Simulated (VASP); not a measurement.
The system is CdSe.

```xyz
4
Lattice="4.3000 0.0000 0.0000 -2.1500 3.7239 0.0000 0.0000 0.0000 7.0200" Properties=species:S:1:pos:R:3 pbc="T T T"
Cd    0.0000    2.4826    0.0000
Cd    2.1500    1.2413    3.5100
Se    0.0000    2.4826    2.7027
Se    2.1500    1.2413    6.2127
```

```yaml
Program: VASP 6.6.1
Task: relaxation of cell and atoms
Functional: PBE
Potentials_or_basis: VASP PAW PBE potentials, release 64 (Cd, Se)
Cutoff: 600 eV
k_mesh: 6 × 6 × 4
Occupations: gaussian, width 0.01 eV
Spin: no spin polarisation
```

At the start: pressure 3.3 GPa; volume 28.10 Å³/atom.

Q: How do energy, volume and symmetry change on relaxing?

A: Over 13 steps the energy falls by 22.0 meV/atom and the volume is 29.90 Å³/atom (+6.4 %); space group P6_3mc (No. 186, to 0.1 Å) before and after.

The path:
```
step  energy change (eV)  largest force (eV/Å)  pressure (GPa)  volume (Å³)
   1              0.0000                0.2922            3.29       112.41
   2             -0.0778                0.0480           -0.87       122.06
   3             -0.0840                0.0919           -0.09       119.82
   4             -0.0840                0.0950           -0.01       119.67
   5             -0.0853                0.0644            0.04       119.50
   6             -0.0862                0.0143            0.14       119.24
   7             -0.0872                0.0097            0.02       119.54
   8             -0.0878                0.0024           -0.14       119.98
   9             -0.0881                0.0069            0.02       119.59
  10             -0.0881                0.0066           -0.01       119.63
  11             -0.0881                0.0064            0.00       119.62
  12             -0.0881                0.0065            0.00       119.60
  13             -0.0881                0.0024            0.00       119.59
```

Final structure:
```
Cd Se
1.0
     4.39046    0.00000    0.00000
    -2.19523    3.80225    0.00000
     0.00000    0.00000    7.16406
Cd Se
2 2
Direct
  0.33333 0.66667 0.00456
  0.66667 0.33333 0.50456
  0.33333 0.66667 0.38044
  0.66667 0.33333 0.88044
```
